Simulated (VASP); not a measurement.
Set up this calculation in VASP 6.6.1, as the native input.

| Property | Result |
| --- | --- |
| Task | single point |
| Functional | LDA |
| Potentials or basis | VASP PAW LDA potentials, release 64 (Pb_d) |
| Cutoff | 520 eV |
| k mesh | 9 × 9 × 5 |
| Occupations | methfessel-paxton, width 0.1 eV |
| Spin | no spin polarisation |
| Dipole correction | no |
| Further INCAR settings | ALGO = Normal; EDIFF = 1e-06; NBANDS = 21 |

The structure of Pb lies in POSCAR:

```
Pb
1.0
    3.4800000000      0.0000000000      0.0000000000
   -1.7400000000      3.0137680000      0.0000000000
    0.0000000000      0.0000000000      5.5900000000
Pb
2
Direct
    0.3333333333      0.6666666667      0.2500000000
    0.6666666667      0.3333333333      0.7500000000
```

These files were run (other wordings do the same):

INCAR

```
ALGO = Normal
EDIFF = 1E-6
ENCUT = 520
GGA = CA
ISIF = 2
ISMEAR = 1
LASPH = True
LCHARG = True
LELF = True
LREAL = False
LVHAR = True
LWAVE = False
NBANDS = 21
NELM = 100
PREC = Accurate
SIGMA = 0.1
```

KPOINTS

```
k-points
0
Gamma
  9 9 5
```

Potentials or basis: VASP PAW LDA potentials, release 64 (Pb_d).

The run is started by

```bash
$ cat potpaw_LDA.64/Pb_d/POTCAR > POTCAR
$ mpirun -np 1 vasp_std > vasp.out
```

It gave:

```
Pressure               : -0.6 GPa
Band gap on the k mesh : zero (band 14 reaches 13.06 eV, above the bottom of band 15 at 5.36 eV)
```

Caveat: spin-orbit coupling is left out, which moves the levels of the heavy elements.

Run time: 33 s on 1 thread of AMD EPYC 7R43 64-Core Processor (Zen 3) (shared host), peak memory 0.14 GiB.
